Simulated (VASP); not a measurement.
# Sb (Fd-3m) in VASP: further runs

The runs below take Sb through single point, with PBE.

Program: VASP 6.6.1. These are calculated values, not measurements. Logs are shortened: lines on timing, memory, paths and dates and some standing lists are left out, and cuts for length are marked.

### 1 The cell of the first run

The structure is cubic, space group Fd-3m (No. 227). Conventional cell: a = 6.995 Å, b = 6.995 Å, c = 6.995 Å, α = 90.00°, β = 90.00°, γ = 90.00°. Within 4.0 Å of Sb (site symmetry -43m) lie 4 Sb at 3.03 Å.

### 2 Single point, PBE

Input file INCAR:

```
SYSTEM = Sb
ALGO     = Normal         ! electronic algorithm
EDIFF    = 1E-6           ! SCF threshold, eV
ENCUT    = 520            ! plane-wave cutoff, eV
GGA      = PE             ! functional
ISIF     = 2              ! what is computed and relaxed
ISMEAR   = -1             ! smearing method
LASPH    = .TRUE.         ! aspherical terms in the spheres
LCHARG   = .FALSE.        ! write CHGCAR
LREAL    = .FALSE.        ! projectors in reciprocal space
LWAVE    = .FALSE.        ! write WAVECAR
NBANDS   = 12             ! bands
NELM     = 100            ! most SCF steps
PREC     = Accurate       ! precision mode
SIGMA    = 0.06122561905347299 ! smearing width, eV
```

Input file KPOINTS:

```
k-points
0
G
  9 9 9
  0 0 0
```

Input file POSCAR:

```
Sb
1.0
    0.0000000000      3.4973497393      3.4973497393
    3.4973497393      0.0000000000      3.4973497393
    3.4973497393      3.4973497393      0.0000000000
Sb
2
Direct
    0.0000000000      0.0000000000      0.0000000000
    0.2500000000      0.2500000000      0.2500000000
```

Potentials or basis: VASP PAW PBE potentials, release 64 (Sb).

The run is started by

```
> cat potpaw_PBE.64/Sb/POTCAR > POTCAR
> mpirun -np 1 vasp_std > vasp.out
```

OUTCAR:

```text
SYSTEM = Sb
   EDIFF = 1E-6
   ENCUT = 520
   GGA = PE
   ISIF = 2
   ISMEAR = -1
   LASPH = .TRUE.
   LREAL = .FALSE.
   NELM = 100
   PREC = Accurate

 ion  position               nearest neighbor table
   1  0.000  0.000  0.000-   2 3.03   2 3.03   2 3.03   2 3.03
   2  0.250  0.250  0.250-   1 3.03   1 3.03   1 3.03   1 3.03

  LATTYP: Found a face centered cubic cell.
 ALAT       =     6.9946994786

  Lattice vectors:

 A1 = (   0.0000000000,   3.4973497393,   3.4973497393)
 A2 = (   3.4973497393,   0.0000000000,   3.4973497393)
 A3 = (   3.4973497393,   3.4973497393,   0.0000000000)

Analysis of symmetry for initial positions (statically):
=====================================================================
 Subroutine PRICEL returns:
 Original cell was already a primitive cell.

 Routine SETGRP: Setting up the symmetry group for a
 face centered cubic supercell.

 Subroutine GETGRP returns: Found 48 space group operations
 (whereof 24 operations were pure point group operations)
 out of a pool of 48 trial point group operations.

The static configuration has the point symmetry T_d .
 The point group associated with its full space group is O_h .

Analysis of symmetry for dynamics (positions and initial velocities):
=====================================================================
 Subroutine PRICEL returns:
 Original cell was already a primitive cell.

 Routine SETGRP: Setting up the symmetry group for a
 face centered cubic supercell.

 Subroutine GETGRP returns: Found 48 space group operations
 (whereof 24 operations were pure point group operations)
 out of a pool of 48 trial point group operations.

The dynamic configuration has the point symmetry T_d .
 The point group associated with its full space group is O_h .

 Subroutine INISYM returns: Found 48 space group operations
 (whereof 24 operations are pure point group operations),
 and found     1 'primitive' translations

----------------------------------------------------------------------------------------

                                     Primitive cell

  volume of cell :      85.5554

  direct lattice vectors                    reciprocal lattice vectors
     0.000000000  3.497349739  3.497349739    -0.142965399  0.142965399  0.142965399
     3.497349739  0.000000000  3.497349739     0.142965399 -0.142965399  0.142965399
     3.497349739  3.497349739  0.000000000     0.142965399  0.142965399 -0.142965399

  length of vectors
     4.945999434  4.945999434  4.945999434     0.247623334  0.247623334  0.247623334

[... 86 lines left out ...]
   ISIF   =      2    stress and relaxation
   ISYM   =      2    0-nonsym 1-usesym 2-fastsym
   POTIM  = 0.5000    time-step for ionic-motion
   TEBEG  =    0.0;   TEEND  =   0.0 temperature during run
   PSTRESS=    0.0 pullay stress
   NELECT =      10.0000    total number of electrons
   NUPDOWN=      -1.0000    fix difference up-down
   EMIN   =  10.00;   EMAX   =-10.00  energy-range for DOS
   EFERMI =   0.00;   METHOD = LEGACY
   ISMEAR =    -1;   SIGMA  =   0.06  broadening in eV -4-tet -1-fermi 0-gaus
   EFERMI_NEDOS =   21; number of points for ismear=-14 and -15
   IALGO  =     38    algorithm
   IMIX   =      4    mixing-type and parameters
     AMIX     =   0.40;   BMIX     =  1.00
     AMIX_MAG =   1.60;   BMIX_MAG =  1.00
  volume/ion in A,a.u.               =      42.78       288.68
  Fermi-wavevector in a.u.,A,eV,Ry     =   0.800434  1.512602  8.717189  0.640695
  Thomas-Fermi vector in A             =   1.907729
   LORBIT       =      0    0 simple, 1 ext, 2 COOP (PROOUT), +10 PAW based schemes
   GGA     = PE    functional components
   LHFCALC =     F    Hartree Fock is set to
   AEXX    =    0.0000 exact exchange contribution
   IVDW    =     0    specifies the selected vdW correction
   LEPSILON=     F    determine dielectric tensor
   LRPA    =     F    only Hartree local field effects (RPA)
 non-spin polarized calculation
  energy-cutoff  :      520.00
  volume of cell :       85.56
 maximum number of plane-waves:      2316
 NGX is ok and might be reduce to    40
   NGX = 19   NGY = 19   NGZ = 19

 number of electron      10.0000000 magnetization

 number of electron       9.9999999 magnetization

 Free energy of the ion-electron system (eV)
  ---------------------------------------------------
  ext. energy  EPLUGINS =         0.00000000
  ---------------------------------------------------
  free energy    TOTEN  =        -7.66041936 eV

  energy without entropy =       -7.63862745  energy(sigma->0) =       -7.64952340

 E-fermi :   3.8188     XC(G=0):  -7.8454

 val. band max:        3.8170516321   @ k =  -0.4444   0.4444   0.0000
 cond. band min:       3.8264790385   @ k =  -0.4444   0.4444   0.1111
 fundamental gap:      0.0094274064
 Fermi energy:         3.8188485956

 k-point     1 :       0.0000    0.0000    0.0000
  band No.  band energies     occupation
      1      -7.5604      2.00000
      2      -1.5391      2.00000
      3       2.1038      2.00000
      4       2.1038      2.00000
      5       2.1038      2.00000
      6       4.3812      0.00021
      7       4.3812      0.00021
      8       4.3812      0.00021
      9       7.8127      0.00000
     10      10.1943      0.00000
     11      10.1943      0.00000
     12      11.3903      0.00000
[... 331 lines left out ...]
 k-point    24 :       0.4444    0.4444    0.0000
  band No.  band energies     occupation
      1      -5.8479      2.00000
      2      -4.9635      2.00000
      3       0.5393      2.00000
      4       0.5393      2.00000
      5       3.3590      1.99891
      6       3.4868      1.99121
      7       7.8307      0.00000
      8       7.8307      0.00000
      9       9.3420      0.00000
     10      10.5837      0.00000
     11      12.2141      0.00000
     12      12.2219      0.00000

 [... further k-points ...]
[... 5 lines left out ...]
  --------------------------------------------------------------------------------------
  -------------------------------------------------------------------------------------
  Total        0.0297248      0.0297248      0.0297248     -0.0000000     -0.0000000      0.0000000
  in kB        0.5566508      0.5566508      0.5566508     -0.0000000     -0.0000000      0.0000000
  external PRESSURE =       0.5566508 kB  Pullay stress =       0.0000000 kB

 VOLUME and BASIS-vectors are now :
 -----------------------------------------------------------------------------
  energy-cutoff  :      520.00
  volume of cell :       85.56
      direct lattice vectors                 reciprocal lattice vectors
     0.000000000  3.497349739  3.497349739    -0.142965399  0.142965399  0.142965399
     3.497349739  0.000000000  3.497349739     0.142965399 -0.142965399  0.142965399
     3.497349739  3.497349739  0.000000000     0.142965399  0.142965399 -0.142965399

 POSITION                                       TOTAL-FORCE (eV/Angst)
 -----------------------------------------------------------------------------------
      0.00000      0.00000      0.00000         0.000000      0.000000      0.000000
      1.74867      1.74867      1.74867        -0.000000     -0.000000     -0.000000
 -----------------------------------------------------------------------------------
    total drift:                               -0.000000      0.000000      0.000000

  FREE ENERGIE OF THE ION-ELECTRON SYSTEM (eV)
  ---------------------------------------------------
  free  energy   TOTEN  =        -7.6604193563 eV

  energy  without entropy=       -7.6386274501  energy(sigma->0) =       -7.64952340
```

OSZICAR:

```text
N       E                     dE             d eps       ncg     rms          rms(c)
DAV:   1     0.293901960408E+02    0.29390E+02   -0.32922E+03   840   0.610E+02
DAV:   2    -0.568588757762E+01   -0.35076E+02   -0.34036E+02  1080   0.965E+01
DAV:   3    -0.765763970459E+01   -0.19718E+01   -0.19566E+01  1076   0.243E+01
DAV:   4    -0.768099077929E+01   -0.23351E-01   -0.23348E-01   936   0.318E+00
DAV:   5    -0.768145129299E+01   -0.46051E-03   -0.46051E-03  1044   0.492E-01    0.249E+00
DAV:   6    -0.766781936828E+01    0.13632E-01   -0.68681E-03   904   0.434E-01    0.149E+00
DAV:   7    -0.766001888536E+01    0.78005E-02   -0.16662E-02   892   0.660E-01    0.668E-02
DAV:   8    -0.766035396783E+01   -0.33508E-03   -0.71849E-04   884   0.154E-01    0.175E-02
DAV:   9    -0.766040742484E+01   -0.53457E-04   -0.55178E-05   952   0.421E-02    0.886E-03
DAV:  10    -0.766041861727E+01   -0.11192E-04   -0.16752E-05   888   0.203E-02    0.598E-03
DAV:  11    -0.766041935631E+01   -0.73904E-06   -0.52193E-07   792   0.401E-03
   1 F= -.76604194E+01 E0= -.76495234E+01  d E =-.217919E-01
```

Run time: 22 s. Hardware: 1 thread of Intel Xeon Platinum 8559C (Emerald Rapids), shared host; peak memory 0.23 GiB.

Results:

```yaml
Free_energy: -7.6604 eV
Pressure: 0.1 GPa
Band_gap_on_the_k_mesh: zero (band 5 reaches 4.26 eV, above the bottom of band 6 at 3.49 eV)
```

Caveat: spin-orbit coupling is left out, which moves the levels of the heavy elements.

### 3 Single point, PBE

Input file INCAR:

```
PREC = Accurate
ENCUT = 520
EDIFF = 1E-6
ISMEAR = -1
SIGMA = 0.06122561905347299
LREAL = False
LASPH = True
NELM = 100
ALGO = Normal
ISIF = 2
LWAVE = False
LCHARG = False
GGA = PE
NBANDS = 12
```

Input file KPOINTS:

```
regular mesh
0
Gamma
  9 9 9
```

POSCAR is that of step 2.

Potentials or basis: VASP PAW PBE potentials, release 64 (Sb).

The run is started by

```
> cat potpaw_PBE.64/Sb/POTCAR > POTCAR
> mpirun -np 1 vasp_std > vasp.out
```

Run time: 24 s. Hardware: 1 thread of Intel Xeon Platinum 8559C (Emerald Rapids), shared host; peak memory 0.23 GiB.

Results (log left out):

```
Free energy            : -7.6604 eV
Pressure               : 0.1 GPa
Band gap on the k mesh : zero (band 5 reaches 4.26 eV, above the bottom of band 6 at 3.49 eV)
```

Levels at points of the mesh, in eV from the Fermi level:
| k point | band 1 | band 2 | band 3 | band 4 | band 5 | band 6 | band 7 | band 8 | band 9 | band 10 |
| --- | --- | --- | --- | --- | --- | --- | --- | --- | --- | --- |
| (0.00, 0.00, 0.00) | -11.38 | -5.36 | -1.72 | -1.72 | -1.72 | 0.56 | 0.56 | 0.56 | 3.99 | 6.38 |

Caveat: spin-orbit coupling is left out, which moves the levels of the heavy elements.

### 4 Single point, PBE

This run uses another cell than the first one, of 43.63 Å³/atom, 1.020 times its volume.

Input file INCAR:

```
SYSTEM = Sb
PREC = Accurate
ENCUT = 520
EDIFF = 1E-6
ISMEAR = -1
SIGMA = 0.06122561905347299
LREAL = .FALSE.
LASPH = .TRUE.
NELM = 100
ALGO = Normal
ISIF = 2
LWAVE = .FALSE.
LCHARG = .TRUE.
GGA = PE
LELF = .TRUE.
LVHAR = .TRUE.
NBANDS = 12
```

Input file KPOINTS:

```
Automatic mesh
0
G
  9 9 9
  0 0 0
```

Input file POSCAR:

```
Sb
1.0
    0.0000000000      3.5205116709      3.5205116709
    3.5205116709      0.0000000000      3.5205116709
    3.5205116709      3.5205116709      0.0000000000
Sb
2
Direct
    0.0000000000      0.0000000000      0.0000000000
    0.2500000000      0.2500000000      0.2500000000
```

The run is started by

```
> cat potpaw_PBE.64/Sb/POTCAR > POTCAR
> mpirun -np 1 vasp_std > vasp.out
```

It took 28 s on 1 thread of Intel Xeon Platinum 8559C (Emerald Rapids), shared host; peak memory 0.23 GiB.

The run converged. Its results:

```yaml
Free_energy: -7.6577 eV
Pressure: -0.5 GPa
Band_gap_on_the_k_mesh: zero (band 5 reaches 4.06 eV, above the bottom of band 6 at 3.32 eV)
```

Levels at points of the mesh, in eV from the Fermi level:
| k point | band 3 | band 4 | band 5 | band 6 | band 7 | band 8 |
| --- | --- | --- | --- | --- | --- | --- |
| (0.00, 0.00, 0.00) | -1.68 | -1.68 | -1.68 | 0.57 | 0.57 | 0.57 |

Caveat: spin-orbit coupling is left out, which moves the levels of the heavy elements.
